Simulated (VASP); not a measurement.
Wanted: the native input for a VASP 6.6.1 run.

| Property | Result |
| --- | --- |
| Task | single point |
| Functional | PBE |
| Potentials or basis | VASP PAW PBE potentials, release 64 (Ba_sv, Ti_sv, O) |
| Cutoff | 520 eV |
| k mesh | 6 × 6 × 6 |
| Occupations | fermi-dirac, width 0.05 eV |
| Spin | no spin polarisation |
| Dipole correction | no |
| Further INCAR settings | ALGO = Normal; EDIFF = 1e-07; NBANDS = 28 |

The structure of BaTiO3 lies in POSCAR:

```
BaTiO3
1.0
    3.7048483134     -0.0904990728      0.1850707500
   -0.1000989082      4.1848400834      0.0252851300
    0.1854048564      0.0216819228      3.8917432000
Ba Ti O
1 1 3
Direct
    0.0006206941      0.9799471082      0.9996957797
    0.5028633734      0.4618861567      0.4964387730
    0.4954676788      0.5013134329      1.0011911789
    0.4996935536      1.0267554127      0.4987680778
    1.0013547102      0.5300978894      0.5039061806
```

One way to write it, as run:

INCAR

```
PREC = Accurate ; ENCUT = 520
EDIFF = 1E-7 ; ISMEAR = -1
SIGMA = 0.05 ; LREAL = F
LASPH = T ; NELM = 60
ALGO = Normal ; ISIF = 2
LWAVE = F ; LCHARG = T
GGA = PE ; LELF = T
LVHAR = T ; NBANDS = 28
```

KPOINTS

```
regular mesh
0
Gamma
  6 6 6
```

Potentials or basis: VASP PAW PBE potentials, release 64 (Ba_sv, Ti_sv, O).

Launch:

```sh
$ cat potpaw_PBE.64/Ba_sv/POTCAR potpaw_PBE.64/Ti_sv/POTCAR potpaw_PBE.64/O/POTCAR > POTCAR
$ mpirun -np 1 vasp_std > vasp.out
```

It gave:

The pressure is 23.7 GPa, the largest force is 0.052 eV/Å and the band gap on the k mesh is 1.70 eV, indirect (least direct gap 1.99 eV).

Caveat: spin-orbit coupling is left out, which moves the levels of the heavy elements.

Wall time 120 s on 1 thread of Intel(R) Xeon(R) Platinum 8488C (Sapphire Rapids), with other jobs on the host, peak memory 0.31 GiB.
